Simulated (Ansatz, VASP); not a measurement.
One calculation of SnO2, two programs

Contents of INCAR:

```
SYSTEM = SnO2
PREC = Accurate
ENCUT = 520
EDIFF = 1E-6
ISMEAR = -1
SIGMA = 0.05
LREAL = .False.
LASPH = .True.
NELM = 60
ALGO = Normal
ISIF = 2
LWAVE = .False.
LCHARG = .True.
GGA = PE
LELF = .True.
LVHAR = .True.
NBANDS = 20
```

The input KPOINTS:

```
Automatic mesh
0
Gamma
  9 6 5
  0 0 0
```

POSCAR

```
SnO2
1.0
    3.0029789859      0.0000000000      0.0000000000
    0.0000000000      4.9313589960      0.0000000000
    0.0000000000      0.0000000000      5.9368449658
Sn O
1 2
Direct
    0.5000000000      0.5000000000      0.0000000000
    0.0000000000      0.5000000000      0.7757200000
    0.0000000000      0.5000000000      0.2242800000
```

The input input.yaml:

```yaml
crystal:
  lattice:
    - [3.0029789859, 0.0, 0.0]
    - [0.0, 4.931358996, 0.0]
    - [0.0, 0.0, 5.9368449658]
  atoms:
    - { symbol: Sn, position: [0.5, 0.5, 0.0] }
    - { symbol: O, position: [0.0, 0.5, 0.77572] }
    - { symbol: O, position: [0.0, 0.5, 0.22428] }
kpoints:
  mp_grid: { grid: [9, 6, 5] }
scf:
  occupations: { method: fermi_dirac, width: 0.05 }
hamiltonian:
  xc: pbe
  pseudopotentials: { kind: all_electron, lapw: { basis_error: 0.001 } }
output:
  forces: true
  stress: true
  eigenvalues: true
```

Change from the starting cell: volume scaled by 0.98.

Alike in both runs: task single point; functional PBE; k mesh 9 × 6 × 5; occupations fermi-dirac, width 0.05 eV; no spin polarisation.

|  | VASP | Ansatz |
| --- | --- | --- |
| version | VASP 6.6.1 | Ansatz 0.2.0 |
| potentials or method | VASP PAW PBE potentials, release 64 (Sn_d, O), cutoff 520 eV | all-electron LAPW, scalar-relativistic |

Ansatz gave:

* gap on the k mesh at the Fermi level (eV): 1.33
* least direct gap on the mesh (eV): 1.88
* pressure (GPa): 1.7
* traceless stress, the component that is largest in VASP (GPa): -1.17
* rms of the force components (eV/Å): 0.135

Problem. Estimate VASP's values.

Solution. gap on the k mesh at the Fermi level (eV): 1.30; least direct gap on the mesh (eV): 1.86; pressure (GPa): 2.0; traceless stress, the component that is largest in VASP (GPa): -1.58; rms of the force components (eV/Å): 0.183.

Atom by atom the forces differ by 0.049 eV/Å (rms over components). Ansatz ran all-electron here, and VASP with PAW potentials.
